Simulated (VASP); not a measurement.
Runs of VASP 6.6.1 on RbBr. The structure is that of space group Fm-3m (No. 225), or close to it. The cells are those of the table. 

```csv
level,cell,gap on the mesh (eV),pressure (GPa)
PBEsol,"a = 4.962 Å, angles 60.0°, 2 atoms",4.06,(b)
r2SCAN,"a = 4.962 Å, angles 60.0°, 2 atoms",(a),-0.5
PBE,"a = 4.872 Å, angles 60.0°, 2 atoms",4.32,0.8
PBE,"a = 4.962 Å, angles 60.0°, 2 atoms",4.19,(c)
PBE,"a = 4.928 Å, angles 60.0°, 2 atoms",4.24,0.3
```

Alike in all rows: task single point; potentials or basis VASP PAW PBE potentials, release 64 (Rb_sv, Br); no spin polarisation; k mesh 8 × 8 × 8; cutoff (eV) 520; smearing gaussian 0.05 eV.

Q: Fill in the values left out.

A: (a) 4.79; (b) -0.8; (c) 0.0.

Caveats: the PAW data sets were made with another functional, which shifts forces and pressure a little (some runs).

A k mesh can miss the band edges, and the runs leave out spin-orbit coupling on Br, Rb.
